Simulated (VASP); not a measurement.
Write the native input for VASP 6.6.1 that does the following.

* Task: single point
* Functional: PBE
* Potentials or basis: VASP PAW PBE potentials, release 64 (Cu)
* Cutoff: 520 eV
* k mesh: 14 × 14 × 1
* Occupations: fermi-dirac, width 0.1 eV
* Spin: no spin polarisation
* Dipole correction: yes
* Further INCAR settings: ALGO = Normal; EDIFF = 1e-07; NBANDS = 30

The structure of Cu lies in POSCAR:

```
Cu
1.0
    2.5665139637      0.0000000000      0.0000000000
    0.0000000000      2.5665139637      0.0000000000
    0.0000000000      0.0000000000     21.4444000000
Cu
4
Direct
    0.2500000000      0.2500000000      0.3730578080
    0.7500000000      0.7500000000      0.4576859357
    0.2500000000      0.2500000000      0.5423140638
    0.7500000000      0.7500000000      0.6269421920
```

These files were run (other wordings do the same):

INCAR

```
SYSTEM = Cu
PREC = Accurate
ENCUT = 520
EDIFF = 1E-7
ISMEAR = -1
SIGMA = 0.1
LREAL = .False.
LASPH = .True.
NELM = 100
ALGO = Normal
ISIF = 2
LWAVE = .False.
LCHARG = .False.
LDIPOL = .True.
IDIPOL = 3
DIPOL = 0.5 0.5 0.500
GGA = PE
NBANDS = 30
```

KPOINTS

```
Automatic mesh
0
Gamma
  14 14 1
  0 0 0
```

Potentials or basis: VASP PAW PBE potentials, release 64 (Cu).

The run is started by

```bash
$ cat potpaw_PBE.64/Cu/POTCAR > POTCAR
$ mpirun -np 1 vasp_std > vasp.out
```

It gave:

The largest force is 0.217 eV/Å. The band gap on the k mesh is zero (bands 22 and 23 overlap by 4.46 eV).

Run time: 2.7 min on 1 thread of Intel(R) Xeon(R) Platinum 8488C (Sapphire Rapids), on a shared host, peak memory 0.29 GiB.
